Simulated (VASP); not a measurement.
Set up this calculation in VASP 6.6.1, as the native input.

```
Task                   : single point
Functional             : PBE
Potentials or basis    : VASP PAW PBE potentials, release 64 (Au)
Cutoff                 : 520 eV
k mesh                 : 11 × 11 × 11
Occupations            : gaussian, width 0.013 eV
Spin                   : no spin polarisation
Dipole correction      : no
Further INCAR settings : ALGO = Normal; EDIFF = 1e-06; NBANDS = 12
```

The structure of Au lies in POSCAR:

```
Au
1.0
   -1.6572690000      1.6572690000      1.6572690000
    1.6572690000     -1.6572690000      1.6572690000
    1.6572690000      1.6572690000     -1.6572690000
Au
1
Direct
    0.0000000000      0.0000000000      0.0000000000
```

The input as run:

INCAR

```
  PREC = Accurate
  ENCUT = 520
  EDIFF = 1E-6
  ISMEAR = 0
  SIGMA = 0.013000000000000001
  LREAL = False
  LASPH = True
  NELM = 60
  ALGO = Normal
  ISIF = 2
  LWAVE = False
  LCHARG = False
  GGA = PE
  NBANDS = 12
```

KPOINTS

```
Automatic mesh
0
Gamma
  11 11 11
```

Potentials or basis: VASP PAW PBE potentials, release 64 (Au).

Run with:

```sh
$ cat potpaw_PBE.64/Au/POTCAR > POTCAR
$ mpirun -np 1 vasp_std > vasp.out
```

It gave:

```yaml
Pressure: -1.1 GPa
```

It took 12 s on 1 thread of Intel Xeon 8259CL, on a shared host, peak memory 0.14 GiB.
